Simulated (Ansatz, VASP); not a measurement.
Two plane-wave programs on Pt

Contents of INCAR:

```
PREC = Accurate
ENCUT = 520
EDIFF = 1E-7
ISMEAR = 0
SIGMA = 0.15
LREAL = False
LASPH = True
NELM = 60
ALGO = Fast
ISIF = 2
LWAVE = False
LCHARG = False
GGA = PS
NBANDS = 28
```

Contents of KPOINTS:

```
Automatic mesh
0
Gamma
  22 14 14
```

The input POSCAR:

```
Pt
1.0
   -2.7251696203      0.0000000000      0.0000000000
    0.0000000000      0.0000000000     -4.7068056308
    0.0000000000     -4.7201322416      0.0000000000
Pt
4
Direct
    1.1284323726      0.2500000000      0.3333333333
    0.6284323726      0.2500000000      0.8333333333
    0.3715676274      0.7500000000      0.1666666667
   -0.1284323726      0.7500000000      0.6666666667
```

Input for Ansatz:

```yaml
crystal:
  lattice:
    - [-2.7251696203, 0.0, 0.0]
    - [0.0, 0.0, -4.7068056308]
    - [0.0, -4.7201322416, 0.0]
  atoms:
    - { symbol: Pt, position: [1.1284323726, 0.25, 0.3333333333] }
    - { symbol: Pt, position: [0.6284323726, 0.25, 0.8333333333] }
    - { symbol: Pt, position: [0.3715676274, 0.75, 0.1666666667] }
    - { symbol: Pt, position: [-0.1284323726, 0.75, 0.6666666667] }
basis:
  ecutwfc: 420
kpoints:
  mp_grid: { grid: [22, 14, 14] }
hamiltonian:
  xc: pbesol
scf:
  occupations: { method: gaussian, width: 0.15 }
output:
  forces: true
  stress: true
  eigenvalues: true
```

Change from the starting cell: mode 1 (-16.0 1/cm) frozen in, largest displacement +0.350 Å.

Alike in both runs: task single point; functional PBEsol; k mesh 22 × 14 × 14; occupations gaussian, width 0.15 eV; no spin polarisation.

|  | VASP | Ansatz |
| --- | --- | --- |
| version | VASP 6.6.1 | Ansatz 0.2.0 |
| potentials or method | VASP PAW PBE potentials, release 64 (Pt), cutoff 520 eV | scalar-relativistic, plane waves, PAW |
| valence electrons in the cell | 40 | 72 |

```csv
,VASP,Ansatz,Ansatz less VASP
gap on the k mesh at the Fermi level (eV),none,none,-
pressure (GPa),4.6,5.1,+0.46
"traceless stress, the component that is largest in VASP (GPa)",10.19,10.29,+0.099
rms of the force components (eV/Å),0.473,0.479,+0.0052
```

VASP's potentials were made for PBE, not for PBEsol. Atom by atom the forces differ by 0.005 eV/Å (rms over components). A gap of «none» marks a metal or a gap that the smearing closes. With one functional, cell and mesh, what is left measures potentials, basis and numerics. VASP's potentials hold 40 valence electrons a cell and Ansatz's 72, so a difference there can come from the potentials and not from the codes.

Neither program's run includes spin-orbit coupling.
